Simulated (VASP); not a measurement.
Set up this calculation in VASP 6.6.1, as the native input.

```yaml
Task: relaxation of cell and atoms
Functional: PBE
Potentials_or_basis: VASP PAW PBE potentials, release 64 (Ta_pv, Si, Ge_d)
Cutoff: 600 eV
k_mesh: 12 × 12 × 6
Occupations: gaussian, width 0.1 eV
Spin: no spin polarisation
Dipole_correction: no
Further_INCAR_settings: ALGO = Normal; EDIFF = 1e-07; IBRION = 2; EDIFFG = -0.01; NSW = 100; ISIF = 3
```

The structure of Ta2Si2Ge lies in POSCAR:

```
Ta2Si2Ge
1.0
    3.7562444246      0.0000000000      0.0000000000
   -1.8781222123      3.2530030945      0.0000000000
    0.0000000000      0.0000000000      8.1196695169
Ta Si Ge
2 2 1
Direct
    0.3333333333      0.6666666667      0.6783187988
    0.6666666667      0.3333333333      0.3216812012
    0.0000000000      0.0000000000      0.1460283056
    0.0000000000      0.0000000000      0.8539716944
    0.0000000000      0.0000000000      0.5000000000
```

One way to write it, as run:

INCAR

```
PREC = Accurate
ENCUT = 600
EDIFF = 1E-7
ISMEAR = 0
SIGMA = 0.1
LREAL = F
LASPH = T
NELM = 80
ALGO = Normal
ISIF = 3
LWAVE = F
LCHARG = F
GGA = PE
IBRION = 2
NSW = 100
EDIFFG = -0.01
```

KPOINTS

```
Automatic mesh
0
Gamma
  12 12 6
```

Potentials or basis: VASP PAW PBE potentials, release 64 (Ta_pv, Si, Ge_d).

Launch:

```console
$ cat potpaw_PBE.64/Ta_pv/POTCAR potpaw_PBE.64/Si/POTCAR potpaw_PBE.64/Ge_d/POTCAR > POTCAR
$ mpirun -np 1 vasp_std > vasp.out
```

Results of the run:

```
Relaxed volume                         : 16.79 Å³/atom
Relaxed cell                           : a = 3.011 Å, b = 3.011 Å, c = 10.694 Å, α = 90.00°, β = 90.00°, γ = 120.00°
Space group after relaxing (to 0.05 Å) : P-3m1 (No. 164)
Energy gained by relaxing              : 310.6 meV/atom
Ionic steps                            : 36
Pressure after relaxing                : 0.0 GPa
Largest force after relaxing           : 0.003 eV/Å
Band gap on the k mesh                 : zero (band 22 reaches 8.52 eV, above the bottom of band 23 at 7.02 eV)
```

Caveat: the volume moved by over 15 % at a fixed basis, so the end points are rough; spin-orbit coupling is left out, which moves the levels of the heavy elements.

Run time: 61 min on 1 thread of Intel(R) Xeon(R) 6975P-C (Granite Rapids) (shared host), peak memory 0.5 GiB.
